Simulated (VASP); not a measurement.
LiCl:

```
CELL_PARAMETERS angstrom
2.01335 0.00000 0.00000
0.00000 4.92654 0.00000
0.00000 0.00000 7.52277
ATOMIC_POSITIONS crystal
Li 0.00000 0.50000 0.76933
Li 0.00000 0.50000 0.23067
Cl 0.00000 0.00000 0.50000
Cl 0.00000 0.50000 0.50000
```

| Quantity | Value |
| --- | --- |
| Program | VASP 6.6.1 |
| Task | relaxation of cell and atoms |
| Functional | PBE |
| Potentials or basis | VASP PAW PBE potentials, release 64 (Li_sv, Cl) |
| Cutoff | 600 eV |
| k mesh | 8 × 4 × 2 |
| Occupations | gaussian, width 0.1 eV |
| Spin | no spin polarisation |

At the start: pressure 37.7 GPa; volume 18.65 Å³/atom.

Q: Where does the relaxation end?

A: Over 15 steps the energy falls by 1816.8 meV/atom and the volume is 35.54 Å³/atom (+90.5 %); space group Pmmm (No. 47, to 0.05 Å).

The path:
```csv
step,energy change (eV),largest force (eV/Å),pressure (GPa),volume (Å³)
1,0.0000,1.8479,37.66,74.62
2,-7.0125,0.1880,1.07,130.25
3,-7.0830,0.3411,0.19,136.19
4,-7.1156,0.5938,-1.09,148.51
5,-7.1190,0.5594,-0.91,146.43
6,-7.2364,0.0379,-0.15,142.89
7,-7.2386,0.0505,0.00,142.38
8,-7.2387,0.0659,0.02,142.29
9,-7.2440,0.0744,0.01,142.29
10,-7.2611,0.0996,-0.03,142.20
11,-7.2454,0.1182,0.10,141.80
12,-7.2666,0.0918,0.01,142.11
13,-7.2666,0.0906,0.01,142.10
14,-7.2670,0.0197,-0.10,142.19
15,-7.2672,0.0223,-0.05,142.15
```

Final structure:
```cif
data_structure
_symmetry_space_group_name_H-M 'P 1'
_symmetry_Int_Tables_number 1
_cell_length_a 2.8581
_cell_length_b 6.6482
_cell_length_c 7.4812
_cell_angle_alpha 90.000
_cell_angle_beta 90.000
_cell_angle_gamma 90.000
_cell_volume 142.15
loop_
_atom_site_label
_atom_site_type_symbol
_atom_site_fract_x
_atom_site_fract_y
_atom_site_fract_z
_atom_site_occupancy
Li1 Li 0.00000 0.50000 0.78284 1
Li2 Li 0.00000 0.50000 0.21716 1
Cl1 Cl 0.00000 0.00000 0.50000 1
Cl2 Cl 0.00000 0.50000 0.50000 1
```

Caveat: the k points lie up to 0.42 Å⁻¹ apart in the final cell; the cutoff is under 1.25 times the usual one of these potentials, so pressure, stress and relaxed cells hold a basis-set (Pulay) error; the volume moved by over 15 % at a fixed basis, so the end points are rough.
